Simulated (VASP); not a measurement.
A run of VASP 6.6.1 is set up as follows.

File INCAR:

```
SYSTEM = Ir
PREC = Accurate
ENCUT = 520
EDIFF = 1E-6
ISMEAR = -1
SIGMA = 0.06122561905347299
LREAL = .FALSE.
LASPH = .TRUE.
NELM = 60
ALGO = Normal
ISIF = 2
LWAVE = .FALSE.
LCHARG = .FALSE.
GGA = PE
NBANDS = 16
```

File KPOINTS:

```
regular mesh
0
G
  12 12 12
  0 0 0
```

The input POSCAR:

```
Ir
1.0
    0.0000000000      2.8221645270      2.8221645270
    2.8221645270      0.0000000000      2.8221645270
    2.8221645270      2.8221645270      0.0000000000
Ir
2
Direct
    0.0000000000      0.0000000000      0.0000000000
    0.2500000000      0.2500000000      0.2500000000
```

Potentials or basis: VASP PAW PBE potentials, release 64 (Ir).

Launch:

```bash
$ cat potpaw_PBE.64/Ir/POTCAR > POTCAR
$ mpirun -np 1 vasp_std > vasp.out
```

**Question.** Predict the pressure.

**Answer.** -7.0 GPa.

**Question.** What does it give for the band gap on the k mesh?

**Answer.** Zero (band 9 reaches 5.67 eV, above the bottom of band 10 at 4.26 eV).

Caveat: spin-orbit coupling is left out, which moves the levels of the heavy elements.
